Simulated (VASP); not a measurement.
Here is a VASP 6.6.1 calculation.

The input INCAR:

```
SYSTEM = Ir
  PREC = Accurate
  ENCUT = 520
  EDIFF = 1E-7
  ISMEAR = -1
  SIGMA = 0.1
  LREAL = .False.
  LASPH = .True.
  NELM = 100
  ALGO = Normal
  ISIF = 2
  LWAVE = .False.
  LCHARG = .False.
  NBANDS = 16
```

The input KPOINTS:

```
Automatic mesh
0
Gamma
  12 12 7
  0 0 0
```

File POSCAR:

```
Ir
1.0
    2.7786231579      0.0000000000      0.0000000000
   -1.3893115789      2.4063532175      0.0000000000
    0.0000000000      0.0000000000      4.5064739626
Ir
2
Direct
    0.6666666667      0.3333333333      0.7500000000
    0.3333333333      0.6666666667      0.2500000000
```

Potentials or basis: VASP PAW LDA potentials, release 64 (Ir).

Run with:

```bash
$ cat potpaw_LDA.64/Ir/POTCAR > POTCAR
$ mpirun -np 1 vasp_std > vasp.out
```

**Question.** Estimate the band gap on the k mesh.

**Answer.** Zero (band 9 reaches 10.21 eV, above the bottom of band 10 at 7.19 eV).

**Question.** Predict the pressure.

**Answer.** -24.4 GPa.

Caveat: spin-orbit coupling is left out, which moves the levels of the heavy elements.
